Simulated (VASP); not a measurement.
# Pr2B in VASP: a series of runs, part 2 of 2

VASP 6.6.1.

## (4) Single point, PBE (27.15 Å³/atom)

Contents of INCAR:

```
SYSTEM = Pr2B
PREC = Accurate
ENCUT = 500
EDIFF = 1E-6
ISMEAR = 0
SIGMA = 0.1
LREAL = .False.
LASPH = .True.
NELM = 200
ALGO = Normal
ISIF = 2
LWAVE = .False.
LCHARG = .True.
GGA = PE
LELF = .True.
LVHAR = .True.
NBANDS = 20
GGA_COMPAT = .False.
LMAXMIX = 6
```

Contents of KPOINTS:

```
Automatic mesh
0
Gamma
  10 10 6
  0 0 0
```

Contents of POSCAR:

```
Pr2B
1.0
    2.9337601070     -2.0909963106     -0.0302104176
    2.9337601070      2.0909963106     -0.0302104176
   -1.3505988664      0.0000000000      6.6522552586
Pr B
2 1
Direct
    0.3064342284      0.3064342284      0.2665615776
    0.6935657716      0.6935657716      0.7334384224
    0.0000000000      0.0000000000      0.5000000000
```

Potentials or basis: VASP PAW PBE potentials, release 64 (Pr_3, B), 4f in core.

Started as:

```console
cat potpaw_PBE.64/Pr_3/POTCAR potpaw_PBE.64/B/POTCAR > POTCAR
mpirun -np 1 vasp_std > vasp.out
```

OUTCAR:

```text
SYSTEM = Pr2B
   PREC = Accurate
   ENCUT = 500
   EDIFF = 1E-6
   ISMEAR = 0
   LREAL = .False.
   LASPH = .True.
   NELM = 200
   ISIF = 2
   GGA = PE

 ion  position               nearest neighbor table
   1  0.306  0.306  0.267-   3 2.63   3 2.72   3 2.72   2 3.49
   2  0.694  0.694  0.733-   3 2.63   3 2.72   3 2.72   1 3.49
   3  0.000  0.000  0.500-   1 2.63   2 2.63   2 2.72   2 2.72   1 2.72   1 2.72

  LATTYP: Found a base centered monoclinic cell.
 ALAT       =     5.8678312978
 B/A-ratio  =     0.7126981689
 C/A-ratio  =     1.1568117065
 COS(beta)  =    -0.2090498399

[... 745 lines left out ...]

  FORCE on cell =-STRESS in cart. coord.  units (eV):
  Direction    XX          YY          ZZ          XY          YZ          ZX
  --------------------------------------------------------------------------------------
  -------------------------------------------------------------------------------------
  Total        0.5233792      0.5661070      0.4839554      0.0000000      0.0000000     -0.0308342
  in kB       10.2957788     11.1363090      9.5202447      0.0000000      0.0000000     -0.6065632
  external PRESSURE =      10.3174442 kB  Pullay stress =       0.0000000 kB

 VOLUME and BASIS-vectors are now :
 -----------------------------------------------------------------------------
  energy-cutoff  :      500.00
  volume of cell :       81.45
      direct lattice vectors                 reciprocal lattice vectors
     2.933760107 -2.090996311 -0.030210418     0.170786812 -0.239120460  0.034674628
     2.933760107  2.090996311 -0.030210418     0.170786812  0.239120460  0.034674628
    -1.350598866  0.000000000  6.652255259     0.001551216  0.000000000  0.150639900

 POSITION                                       TOTAL-FORCE (eV/Angst)
 -----------------------------------------------------------------------------------
      1.43799      0.00000      1.75472         0.012152      0.000000      0.012045
      3.07893      0.00000      4.83711        -0.012152      0.000000     -0.012045
     -0.67530      0.00000      3.32613        -0.000000      0.000000      0.000000
 -----------------------------------------------------------------------------------
    total drift:                               -0.000000      0.000000      0.000000

  FREE ENERGIE OF THE ION-ELECTRON SYSTEM (eV)
  ---------------------------------------------------
  free  energy   TOTEN  =       -15.7350924313 eV

  energy  without entropy=      -15.7214774592  energy(sigma->0) =      -15.72828495
```

OSZICAR:

```text
N       E                     dE             d eps       ncg     rms          rms(c)
DAV:   1     0.172671728537E+03    0.17267E+03   -0.11456E+04  6888   0.108E+03
DAV:   2    -0.721088300779E+01   -0.17988E+03   -0.17506E+03  7860   0.276E+02
DAV:   3    -0.190781027248E+02   -0.11867E+02   -0.11772E+02 12020   0.570E+01
DAV:   4    -0.194264328207E+02   -0.34833E+00   -0.34691E+00  8784   0.921E+00
DAV:   5    -0.194368732350E+02   -0.10440E-01   -0.10438E-01 10324   0.125E+00    0.979E+00
DAV:   6    -0.162372519253E+02    0.31996E+01   -0.42157E+01  7000   0.183E+01    0.485E+00
DAV:   7    -0.157624526243E+02    0.47480E+00   -0.35347E+00  7596   0.685E+00    0.235E+00
DAV:   8    -0.157383430899E+02    0.24110E-01   -0.30366E-01  9852   0.276E+00    0.668E-01
DAV:   9    -0.157350885380E+02    0.32546E-02   -0.37994E-02  9628   0.670E-01    0.267E-01
DAV:  10    -0.157351532148E+02   -0.64677E-04   -0.43245E-03  8004   0.293E-01    0.540E-02
DAV:  11    -0.157351059483E+02    0.47266E-04   -0.75819E-04  8628   0.941E-02    0.281E-02
DAV:  12    -0.157350916376E+02    0.14311E-04   -0.10879E-04  8672   0.437E-02    0.777E-03
DAV:  13    -0.157350929557E+02   -0.13181E-05   -0.98281E-06  8028   0.176E-02    0.320E-03
DAV:  14    -0.157350924313E+02    0.52441E-06   -0.46071E-07  4608   0.509E-03
   1 F= -.15735092E+02 E0= -.15728285E+02  d E =-.136150E-01
```

stdout:

```text
POSCAR found type information on POSCAR PrB
 POSCAR found :  2 types and       3 ions
 scaLAPACK will be used
 LDA part: xc-table for (Slater+PW92), standard interpolation
 POSCAR, INCAR and KPOINTS ok, starting setup
 FFT: planning ... GRIDC
 FFT: planning ... GRID_SOFT
 FFT: planning ... GRID
 WAVECAR not read
 entering main loop
```

Wall time 92 s (1 thread of Intel Xeon 6975P-C (Granite Rapids), shared host); peak memory 0.36 GiB.

What came out:

```yaml
Free_energy: -15.7351 eV
Pressure: 1.0 GPa
Largest_force: 0.017 eV/Å
Band_gap_on_the_k_mesh: zero (an odd number of electrons rules out a gap without spin polarisation)
```

Forces in eV/Å, atoms in the order of the input:
```
Pr   0.012  0.000  0.012
Pr  -0.012  0.000 -0.012
B    0.000  0.000  0.000
```

Stress tensor (GPa, compression positive):
```
 1.03  0.00 -0.06
 0.00  1.11  0.00
-0.06  0.00  0.95
```

Caveat: spin-orbit coupling is left out, which moves the levels of the heavy elements; the 4f electrons are frozen in the core, so they carry no moment and show no levels.

## (5) Single point, PBE

This run uses another cell than the first one: it holds 3 atoms, not 6.

Contents of INCAR:

```
SYSTEM = Pr2B
  PREC = Accurate
  ENCUT = 500
  EDIFF = 1E-6
  ISMEAR = 0
  SIGMA = 0.1
  LREAL = .False.
  LASPH = .True.
  NELM = 200
  ALGO = Normal
  ISIF = 2
  LWAVE = .False.
  LCHARG = .True.
  GGA = PE
  LELF = .True.
  LVHAR = .True.
  NBANDS = 20
  GGA_COMPAT = .False.
  LMAXMIX = 6
```

KPOINTS is that of step 4.

Contents of POSCAR:

```
Pr2B
1.0
    2.9695336788     -2.0991486008     -0.0299445146
    2.9695336788      2.0991486008     -0.0299445146
   -1.3654714299      0.0000000000      6.7487238860
Pr B
2 1
Direct
    0.3054439861      0.3054439861      0.2700511195
    0.6945560139      0.6945560139      0.7299488805
    0.0000000000      0.0000000000      0.5000000000
```

Potentials or basis: VASP PAW PBE potentials, release 64 (Pr_3, B), 4f in core.

Started as:

```console
cat potpaw_PBE.64/Pr_3/POTCAR potpaw_PBE.64/B/POTCAR > POTCAR
mpirun -np 1 vasp_std > vasp.out
```

OUTCAR:

```text
SYSTEM = Pr2B
   PREC = Accurate
   ENCUT = 500
   EDIFF = 1E-6
   ISMEAR = 0
   LREAL = .False.
   LASPH = .True.
   NELM = 200
   ISIF = 2
   GGA = PE

 ion  position               nearest neighbor table
   1  0.305  0.305  0.270-   3 2.64   3 2.74   3 2.74   2 3.51
   2  0.695  0.695  0.730-   3 2.64   3 2.74   3 2.74   1 3.51
   3  0.000  0.000  0.500-   1 2.64   2 2.64   2 2.74   2 2.74   1 2.74   1 2.74

  LATTYP: Found a base centered monoclinic cell.
 ALAT       =     5.9393693078
 B/A-ratio  =     0.7068590930
 C/A-ratio  =     1.1592942146
 COS(beta)  =    -0.2081848787

  Lattice vectors:

 A1 = (   2.9695336788,  -2.0991486008,  -0.0299445146)
 A2 = (   2.9695336788,   2.0991486008,  -0.0299445146)
 A3 = (  -1.3654714299,   0.0000000000,   6.7487238860)

Analysis of symmetry for initial positions (statically):
=====================================================================
 Subroutine PRICEL returns:
 Original cell was already a primitive cell.

 Routine SETGRP: Setting up the symmetry group for a
 base centered monoclinic supercell.

 Subroutine GETGRP returns: Found  4 space group operations
 (whereof  4 operations were pure point group operations)
 out of a pool of  4 trial point group operations.

The static configuration has the point symmetry C_2h.

Analysis of symmetry for dynamics (positions and initial velocities):
=====================================================================
 Subroutine PRICEL returns:
 Original cell was already a primitive cell.

 Routine SETGRP: Setting up the symmetry group for a
 base centered monoclinic supercell.

 Subroutine GETGRP returns: Found  4 space group operations
 (whereof  4 operations were pure point group operations)
 out of a pool of  4 trial point group operations.

The dynamic configuration has the point symmetry C_2h.

[... 114 lines left out ...]
   EFERMI =   0.00;   METHOD = LEGACY
   ISMEAR =     0;   SIGMA  =   0.10  broadening in eV -4-tet -1-fermi 0-gaus
   EFERMI_NEDOS =   21; number of points for ismear=-14 and -15
   IALGO  =     38    algorithm
   IMIX   =      4    mixing-type and parameters
     AMIX     =   0.40;   BMIX     =  1.00
     AMIX_MAG =   1.60;   BMIX_MAG =  1.00
  volume/ion in A,a.u.               =      27.99       188.87
  Fermi-wavevector in a.u.,A,eV,Ry     =   1.093174  2.065800 16.259375  1.195030
  Thomas-Fermi vector in A             =   2.229455
   LORBIT       =      0    0 simple, 1 ext, 2 COOP (PROOUT), +10 PAW based schemes
   GGA     = PE    functional components
   LHFCALC =     F    Hartree Fock is set to
   AEXX    =    0.0000 exact exchange contribution
   IVDW    =     0    specifies the selected vdW correction
   LEPSILON=     F    determine dielectric tensor
   LRPA    =     F    only Hartree local field effects (RPA)
 non-spin polarized calculation
 Gauss-broadening in eV      SIGMA  =   0.10
  energy-cutoff  :      500.00
  volume of cell :       83.96
 maximum number of plane-waves:      2151
   NGX = 13   NGY = 13   NGZ = 25

 number of electron      25.0000000 magnetization

 Free energy of the ion-electron system (eV)
  ---------------------------------------------------
  ext. energy  EPLUGINS =         0.00000000
  ---------------------------------------------------
  free energy    TOTEN  =       -15.74323385 eV

  energy without entropy =      -15.72925021  energy(sigma->0) =      -15.73624203

 E-fermi :   3.1735     XC(G=0):  -9.5005

 val. band max:        3.1595480136   @ k =  -0.2000   0.1000   0.0000
 cond. band min:       3.1787568733   @ k =   0.4000   0.3000   0.5000
 fundamental gap:      0.0192088596
 Fermi energy:         3.1735052704

 k-point     1 :       0.0000    0.0000    0.0000
  band No.  band energies     occupation
      1     -32.8186      2.00000
      2     -32.7429      2.00000
      3     -15.2428      2.00000
      4     -14.4906      2.00000
      5     -14.4786      2.00000
      6     -14.4500      2.00000
[... 541 lines left out ...]
     19       7.6335      0.00000
     20       7.9818      0.00000

 [... further k-points ...]

------------------------ aborting loop because EDIFF is reached ----------------------------------------

  FORCE on cell =-STRESS in cart. coord.  units (eV):
  Direction    XX          YY          ZZ          XY          YZ          ZX
  --------------------------------------------------------------------------------------
  -------------------------------------------------------------------------------------
  Total        0.0252653      0.0327617     -0.0047517      0.0000000      0.0000000     -0.0216610
  in kB        0.4821029      0.6251451     -0.0906695      0.0000000      0.0000000     -0.4133253
  external PRESSURE =       0.3388595 kB  Pullay stress =       0.0000000 kB

 VOLUME and BASIS-vectors are now :
 -----------------------------------------------------------------------------
  energy-cutoff  :      500.00
  volume of cell :       83.96
      direct lattice vectors                 reciprocal lattice vectors
     2.969533679 -2.099148601 -0.029944515     0.168720843 -0.238191808  0.034137341
     2.969533679  2.099148601 -0.029944515     0.168720843  0.238191808  0.034137341
    -1.365471430  0.000000000  6.748723886     0.001497250  0.000000000  0.148479101

 POSITION                                       TOTAL-FORCE (eV/Angst)
 -----------------------------------------------------------------------------------
      1.44531      0.00000      1.80421         0.007698      0.000000      0.001535
      3.12829      0.00000      4.88463        -0.007698      0.000000     -0.001535
     -0.68274      0.00000      3.37436         0.000000     -0.000000     -0.000000
 -----------------------------------------------------------------------------------
    total drift:                                0.000000      0.000000     -0.000000

  FREE ENERGIE OF THE ION-ELECTRON SYSTEM (eV)
  ---------------------------------------------------
  free  energy   TOTEN  =       -15.7432338493 eV

  energy  without entropy=      -15.7292502101  energy(sigma->0) =      -15.73624203
```

Run time: 94 s. Hardware: 1 thread of Intel Xeon 6975P-C (Granite Rapids), shared host; peak memory 0.37 GiB.

Results:

| Item | Value |
| --- | --- |
| Free energy | -15.7432 eV |
| Pressure | 0.0 GPa |
| Largest force | 0.008 eV/Å |
| Band gap on the k mesh | zero (an odd number of electrons rules out a gap without spin polarisation) |

Forces on the atoms (eV/Å):
```
Pr   0.008  0.000  0.002
Pr  -0.008  0.000 -0.002
B    0.000  0.000  0.000
```

Levels at points of the mesh, in eV from the Fermi level:
```tsv
k point	band 8	band 9	band 10	band 11	band 12	band 13	band 14	band 15	band 16	band 17
(0.00, 0.00, 0.00)	-17.48	-6.08	-2.61	-1.00	-0.88	0.60	0.76	1.05	2.99	3.04
(0.50, 0.00, 0.00)	-17.57	-5.20	-2.08	-0.85	-0.73	0.32	0.54	0.58	3.09	3.61
(0.50, 0.50, 0.00)	-17.78	-5.24	-2.52	-1.33	-1.08	-0.85	0.99	2.92	4.22	4.35
(0.00, 0.00, 0.50)	-17.49	-5.80	-3.04	-0.94	-0.34	0.44	0.54	0.65	2.79	3.11
(0.50, 0.00, 0.50)	-17.57	-5.29	-2.34	-0.83	-0.51	0.26	0.32	1.31	2.89	3.68
(0.50, 0.50, 0.50)	-17.69	-5.21	-2.26	-1.57	-1.05	0.01	1.04	1.42	2.26	3.70
```

Caveat: spin-orbit coupling is left out, which moves the levels of the heavy elements; the 4f electrons are frozen in the core, so they carry no moment and show no levels. Spin polarisation is off, so any magnetic state and its effect on volume and gap are missing.

## (6) The runs side by side

```csv
cell,k mesh,smearing,gap on the mesh (eV),pressure (GPa),largest force (eV/Å)
"a = 3.635, b = 3.635, c = 13.768 Å, angles 98.9, 81.1, 109.8°, 6 atoms, atomic positions A",6 × 6 × 2,gaussian 0.2 eV,none,0.1,0.01
"a = 3.568, b = 3.568, c = 6.684 Å, angles 99.8, 99.8, 71.6°, 3 atoms, atomic positions B",10 × 10 × 6,gaussian 0.1 eV,none,2.2,0.02
"a = 3.603, b = 3.603, c = 6.788 Å, angles 99.8, 99.8, 71.0°, 3 atoms, atomic positions C",10 × 10 × 6,gaussian 0.1 eV,none,1.0,0.02
"a = 3.637, b = 3.637, c = 6.885 Å, angles 99.8, 99.8, 70.5°, 3 atoms, atomic positions D",10 × 10 × 6,gaussian 0.1 eV,none,0.0,0.01
```

Alike in all rows: task single point; level PBE; potentials or basis VASP PAW PBE potentials, release 64 (Pr_3, B), 4f in core; no spin polarisation; cutoff (eV) 500.

Caveats: spin-orbit coupling is left out, which moves the levels of the heavy elements; the 4f electrons are frozen in the core, so they carry no moment and show no levels.

Total energies depend on the potentials used, so only differences within one code and one set of settings carry meaning.
